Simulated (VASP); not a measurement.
# ZnS: single point with PBE

The system is ZnS.

```xyz
32
Lattice="5.4424 -5.4424 -5.4424 -5.4424 -5.4424 5.4424 -5.4424 5.4424 -5.4424" Properties=species:S:1:pos:R:3 pbc="T T T"
Zn   -2.7168   -5.4425    2.7259
Zn   -8.1550   -2.7242    0.0035
Zn   -2.7165   -0.0021   -2.7133
Zn   -5.4374   -2.7228    2.7234
Zn   -2.7121   -2.7241    0.0021
Zn   -5.4327   -5.4452   -5.4378
Zn   -5.4374    2.7201   -2.7178
Zn   -2.7159   -5.4430   -2.7140
Zn   -5.4352   -0.0023    0.0059
Zn   -2.7106   -8.1645    0.0037
Zn    2.7273   -5.4441   -2.7169
Zn   -5.4367   -2.7241   -2.7177
Zn   -2.7137   -2.7230   -5.4401
Zn   -5.4353   -5.4466    0.0062
Zn    0.0068   -2.7233   -2.7193
Zn    0.0102   -5.4447    0.0069
S    -1.3536   -6.8032    1.3660
S    -1.3529    1.3570   -6.7984
S    -1.3557   -1.3623   -4.0766
S    -4.0751   -4.0827    1.3636
S    -1.3509   -4.0846   -1.3561
S     1.3679   -1.3639   -1.3569
S    -4.0739    1.3597   -4.0761
S    -6.7980   -1.3612    1.3653
S    -4.0764   -1.3637   -1.3555
S    -1.3521    1.3579   -1.3562
S    -1.3541   -1.3619    1.3637
S    -4.0739   -4.0831   -4.0775
S    -6.7958    1.3580   -1.3564
S     1.3673   -1.3635   -6.7982
S     1.3689   -4.0827   -4.0788
S     1.3668   -6.8054   -1.3574
```

```json
{
 "Program": "VASP 6.6.1",
 "Task": "single point",
 "Functional": "PBE",
 "Potentials or basis": "VASP PAW PBE potentials, release 64 (Zn, S)",
 "Cutoff": "520 eV",
 "k mesh": "2 × 2 × 2, shifted",
 "Occupations": "gaussian, width 0.02 eV",
 "Spin": "no spin polarisation",
 "Dipole correction": "no",
 "Further INCAR settings": "LREAL = Auto; ALGO = Normal; EDIFF = 1e-06; NBANDS = 166"
}
```

```json
{"Pressure": "0.5 GPa", "Largest force": "0.010 eV/Å", "Band gap on the k mesh": "3.59 eV"}
```

Forces in eV/Å, atoms in the order of the input:
```
Zn   0.006 -0.004 -0.001
Zn  -0.004  0.003  0.003
Zn   0.005  0.001 -0.008
Zn   0.005  0.001  0.003
Zn  -0.005  0.002  0.004
Zn  -0.003  0.001  0.000
Zn   0.005 -0.002  0.003
Zn   0.005 -0.002 -0.006
Zn   0.000  0.001 -0.002
Zn  -0.008 -0.002  0.001
Zn   0.002  0.000 -0.002
Zn   0.003  0.002  0.003
Zn  -0.002  0.000  0.005
Zn   0.001  0.004 -0.003
Zn   0.002  0.001  0.005
Zn  -0.004  0.001 -0.005
S   -0.001 -0.002 -0.002
S    0.000 -0.001  0.000
S    0.001  0.000 -0.001
S   -0.001 -0.001  0.001
S   -0.003 -0.003  0.002
S   -0.002  0.001 -0.002
S    0.001  0.000 -0.001
S    0.001 -0.001 -0.001
S    0.001 -0.001 -0.001
S    0.000 -0.001  0.002
S   -0.001  0.001  0.002
S   -0.002  0.000  0.000
S    0.001  0.002  0.001
S   -0.002  0.001  0.000
S   -0.002 -0.001  0.001
S    0.000  0.000  0.000
```

Levels at points of the mesh, in eV from the valence-band top:
```csv
k point,band 140,band 141,band 142,band 143,band 144,band 145,band 146,band 147,band 148,band 149
"(0.25, 0.25, 0.25)",-0.06,-0.06,-0.06,-0.06,-0.06,3.81,3.81,3.81,3.81,4.72
```

It took 8.3 min on 4 MPI ranks on AMD EPYC 9755 128-Core Processor, with other jobs on the host, peak memory 0.49 GiB a rank.

Caveat: a shifted mesh leaves out Γ, where band edges can lie. A k mesh can miss the band edges.
